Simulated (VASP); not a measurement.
Here is a VASP 6.6.1 calculation.

The input POSCAR:

```
HfO2
1.0
    5.0836499717      0.0000000000      0.0000000000
    0.0000000000      5.1508955956      0.0000000000
   -0.8529000468      0.0000000000      5.1788736893
Hf O
4 8
Direct
    0.2755000000      0.4603000000      0.7080000000
    0.7245000000      0.9603000000      0.7920000000
    0.7245000000      0.5397000000      0.2920000000
    0.2755000000      0.0397000000      0.2080000000
    0.0742000000      0.1684000000      0.8467000000
    0.9258000000      0.6684000000      0.6533000000
    0.9258000000      0.8316000000      0.1533000000
    0.0742000000      0.3316000000      0.3467000000
    0.4487000000      0.7419000000      0.9801000000
    0.5513000000      0.2419000000      0.5199000000
    0.5513000000      0.2581000000      0.0199000000
    0.4487000000      0.7581000000      0.4801000000
```

File INCAR.step1:

```
SYSTEM = HfO2
PREC = Accurate
ENCUT = 520
ISMEAR = -1
SIGMA = 0.05
LREAL = .FALSE.
LASPH = .TRUE.
NELM = 100
NBANDS = 56
GGA = PE
ALGO = Normal
EDIFF = 1E-4
LWAVE = .TRUE.
LCHARG = .FALSE.
```

Contents of INCAR.step2:

```
SYSTEM = HfO2
PREC = Accurate
ENCUT = 520
EDIFF = 1E-7
ISMEAR = -1
SIGMA = 0.05
LREAL = .FALSE.
LASPH = .TRUE.
NELM = 100
ALGO = Normal
ISIF = 2
LWAVE = .FALSE.
LCHARG = .FALSE.
METAGGA = R2SCAN
LMIXTAU = .TRUE.
NBANDS = 56
ISTART = 1
```

KPOINTS

```
Automatic mesh
0
G
  5 5 5
  0 0 0
```

Potentials or basis: VASP PAW PBE potentials, release 64 (Hf_pv, O).

Run with:

```console
$ cat potpaw_PBE.64/Hf_pv/POTCAR potpaw_PBE.64/O/POTCAR > POTCAR
$ cp INCAR.step1 INCAR
$ mpirun -np 1 vasp_std > vasp.out
$ cp INCAR.step2 INCAR
$ mpirun -np 1 vasp_std > vasp.out
```

Predict the band gap on the k mesh.

4.75 eV (least direct gap 4.80 eV).

What does it give for the pressure?

2.2 GPa.

Forces on the atoms (eV/Å):
```
Hf   0.191  0.025  0.049
Hf  -0.191  0.025 -0.049
Hf  -0.191 -0.025 -0.049
Hf   0.191 -0.025  0.049
O   -0.429 -0.198 -0.139
O    0.429 -0.198  0.139
O    0.429  0.198  0.139
O   -0.429  0.198 -0.139
O   -0.142  0.041 -0.081
O    0.142  0.041  0.081
O    0.142 -0.041  0.081
O   -0.142 -0.041 -0.081
```

Caveat: the PAW data sets were made with another functional, which shifts forces and pressure a little; spin-orbit coupling is left out, which moves the levels of the heavy elements; an odd mesh through Γ misses points on the zone boundary, where band edges can lie. r2SCAN opens gaps a little over a GGA but as a rule still falls short of measured ones.
